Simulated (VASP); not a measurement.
# Nb: relaxation of shape and atoms at fixed volume with LDA

Crystal: Nb.

```
CELL_PARAMETERS angstrom
2.66261 0.00000 0.00000
-1.33130 2.30589 0.00000
0.00000 0.00000 4.88367
ATOMIC_POSITIONS crystal
Nb 0.33333 0.66667 0.25000
Nb 0.66667 0.33333 0.75000
```

* Program: VASP 6.6.1
* Task: relaxation of shape and atoms at fixed volume
* Functional: LDA
* Potentials or basis: VASP PAW LDA potentials, release 64 (Nb_sv)
* Cutoff: 600 eV
* k mesh: 15 × 15 × 8
* Occupations: fermi-dirac, width 0.05 eV
* Spin: no spin polarisation
* Dipole correction: no
* Further INCAR settings: ALGO = Normal; EDIFF = 1e-06; IBRION = 2; EDIFFG = -0.005; NSW = 50; ISIF = 4

```json
{
 "Energy gained by relaxing": "1.5 meV/atom",
 "Ionic steps": "3",
 "Pressure after relaxing": "39.3 GPa",
 "Band gap on the k mesh": "zero (band 13 reaches 16.75 eV, above the bottom of band 14 at 13.17 eV)"
}
```

Step by step:
```csv
step,energy change (eV),largest force (eV/Å),pressure (GPa),volume (Å³)
1,0.0000,0.0000,39.47,29.98
2,-0.0026,0.0000,39.24,29.98
3,-0.0029,0.0000,39.32,29.98
```

Final structure:
```yaml
crystal:
  lattice:
    - [2.67378, 0.00000, 0.00000]
    - [-1.33689, 2.31556, 0.00000]
    - [0.00000, 0.00000, 4.84296]
  atoms:
    - { symbol: Nb, position: [0.33333, 0.66667, 0.25000] }
    - { symbol: Nb, position: [0.66667, 0.33333, 0.75000] }
```

Levels at points of the mesh, in eV from the Fermi level:
```csv
k point,band 11,band 12,band 13,band 14,band 15,band 16
"(0.00, 0.00, 0.00)",-1.43,0.11,0.11,0.74,0.74,1.48
"(0.00, 0.00, 0.50)",-1.48,-1.48,0.19,0.19,0.19,0.19
```

Run time: 87 s on 1 thread of Intel(R) Xeon(R) Platinum 8488C (Sapphire Rapids), on a shared host, peak memory 0.19 GiB.
